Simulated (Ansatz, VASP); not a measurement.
## Two plane-wave programs on AlIn3Sb2

INCAR

```
  ALGO = Fast
  EDIFF = 1E-7
  EDIFFG = -0.04
  ENCUT = 600
  GGA = PE
  IBRION = 2
  ISIF = 3
  ISMEAR = 0
  LASPH = T
  LCHARG = F
  LREAL = F
  LWAVE = F
  NELM = 100
  NSW = 90
  PREC = Accurate
  SIGMA = 0.1
```

KPOINTS

```
k-points
0
Gamma
  4 4 4
```

The input POSCAR:

```
AlIn3Sb2
1.0
    4.7589148100      0.0000000000      0.0000000000
    0.0000000000      4.7589148100      0.0000000000
    0.0000000000      0.0000000000      6.9881605200
Al In Sb
1 3 2
Direct
    0.5000000000      0.5000000000      0.0000000000
    0.5000000000      0.0000000000      0.5000000000
    0.0000000000      0.5000000000      0.5000000000
    0.5000000000      0.5000000000      0.5000000000
    0.5000000000      0.0000000000      0.0000000000
    0.0000000000      0.5000000000      0.0000000000
```

Input for Ansatz:

```yaml
crystal:
  lattice:
    - [4.75891481, 0.0, 0.0]
    - [0.0, 4.75891481, 0.0]
    - [0.0, 0.0, 6.98816052]
  atoms:
    - { symbol: Al, position: [0.5, 0.5, 0.0] }
    - { symbol: In, position: [0.5, 0.0, 0.5] }
    - { symbol: In, position: [0.0, 0.5, 0.5] }
    - { symbol: In, position: [0.5, 0.5, 0.5] }
    - { symbol: Sb, position: [0.5, 0.0, 0.0] }
    - { symbol: Sb, position: [0.0, 0.5, 0.0] }
basis:
  ecutwfc: 420
kpoints:
  mp_grid: { grid: [4, 4, 4] }
hamiltonian:
  xc: pbe
scf:
  occupations: { method: gaussian, width: 0.1 }
  lower_state_search: "off"
output:
  forces: true
  stress: true
  eigenvalues: true
relax:
  adjacent_minimum: "off"
  f_tol: 0.04
  max_steps: 70
  cell: { stress_tol: 0.4 }
```

Alike in both runs: task relaxation of cell and atoms; functional PBE; k mesh 4 × 4 × 4; occupations gaussian, width 0.1 eV; no spin polarisation.

|  | VASP | Ansatz |
| --- | --- | --- |
| version | VASP 6.6.1 | Ansatz 0.2.0 |
| potentials or method | VASP PAW PBE potentials, release 64 (Al, In_d, Sb), cutoff 600 eV | scalar-relativistic, plane waves, PAW |
| valence electrons in the cell | 52 | 72 |

```tsv
	VASP	Ansatz	Ansatz less VASP
gap on the k mesh at the Fermi level, each at its own relaxed structure (eV)	none	none	-
relaxed volume (Å³/atom)	33.24	33.29	+0.052
relaxed cell length with the largest relative difference (Å)	6.041	6.047	+0.0065
```

A gap of «none» marks a metal or a gap that the smearing closes. VASP's potentials hold 52 valence electrons a cell and Ansatz's 72, so a difference there can come from the potentials and not from the codes.

Spin-orbit coupling is off throughout. Noted on VASP's run: the volume moved by over 15 % at a fixed basis, so the end points are rough.
